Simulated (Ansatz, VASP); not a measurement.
**One calculation of AlN, two programs**

File INCAR:

```
SYSTEM = AlN
PREC = Accurate
ENCUT = 520
EDIFF = 1E-7
ISMEAR = 0
SIGMA = 0.01
LREAL = .False.
LASPH = .True.
NELM = 80
ALGO = Normal
ISIF = 2
LWAVE = .False.
LCHARG = .True.
GGA = PE
LELF = .True.
LVHAR = .True.
NBANDS = 11
```

Contents of KPOINTS:

```
regular mesh
0
Gamma
  6 6 6
  0 0 0
```

File POSCAR:

```
AlN
1.0
    0.0079599418      2.2078042918      2.2078048307
    2.1641216231     -0.0306340192      2.2463321290
    2.1633894927      2.2458131574     -0.0301234632
Al N
1 1
Direct
   -0.0052833333     -0.0124491523     -0.0002772510
    0.7508260528      0.7300840690      0.7412565610
```

Input for Ansatz:

```yaml
crystal:
  lattice:
    - [0.007959941820910227, 2.2078042918402643, 2.2078048307033455]
    - [2.1641216230550557, -0.030634019190702362, 2.2463321290384695]
    - [2.1633894927403503, 2.245813157420296, -0.03012346322250051]
  atoms:
    - { symbol: Al, position: [-0.005283333280380823, -0.012449152332509074, -0.00027725103204831887] }
    - { symbol: "N", position: [0.7508260528184977, 0.7300840689637031, 0.7412565610066523] }
basis:
  ecutwfc: 450.0
kpoints:
  mp_grid:
    grid: [6, 6, 6]
hamiltonian:
  xc: pbe
scf:
  occupations:
    method: fixed
output:
  forces: true
  stress: true
```

Alike in both runs: task single point; functional PBE; k mesh 6 × 6 × 6; no spin polarisation.

|  | VASP | Ansatz |
| --- | --- | --- |
| version | VASP 6.6.1 | Ansatz 0.2.0 |
| potentials or method | VASP PAW PBE potentials, release 64 (Al, N), cutoff 520 eV | plane waves, PAW |
| occupations | gaussian, width 0.01 eV | fixed |
| valence electrons in the cell | 8 | 8 |

Ansatz gave:

```
pressure (GPa)                                                : -3.4
traceless stress, the component that is largest in VASP (GPa) : 4.21
rms of the force components (eV/Å)                            : 0.138
```

Q: What did VASP give for the same quantities?

A: Pressure (GPa): -3.6; traceless stress, the component that is largest in VASP (GPa): 4.25; rms of the force components (eV/Å): 0.138.

Atom by atom the forces differ by 0.000 eV/Å (rms over components).
